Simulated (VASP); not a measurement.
The system is MgS.

```
Mg S
1.0
     0.00000    2.83087    2.83087
     2.83087    0.00000    2.83087
     2.83087    2.83087    0.00000
Mg S
1 1
Direct
  0.00000 0.00000 0.00000
  0.75000 0.75000 0.75000
```

Program: VASP 6.6.1. Alike in all runs: task single point; potentials or basis VASP PAW PBE potentials, release 64 (Mg, S); no spin polarisation; cell as given; k mesh 4 × 4 × 4; cutoff (eV) 520; smearing gaussian 0.01 eV.

Question: Order these runs on this cell by their band gap on the k mesh, lowest first.
A. level PBE-based screened hybrid with 30 % exact exchange; share of exact exchange 0.3; screening parameter 0.1 1/Å
B. level PBE-based screened hybrid with 10 % exact exchange; share of exact exchange 0.1; screening parameter 0.1 1/Å
C. level HSE06; share of exact exchange 0.25; screening parameter 0.2079 1/Å

Answer: B (4.01 eV), C (4.52 eV), A (5.15 eV).

Caveats: all runs use coarse meshes.

A k mesh can miss the band edges.
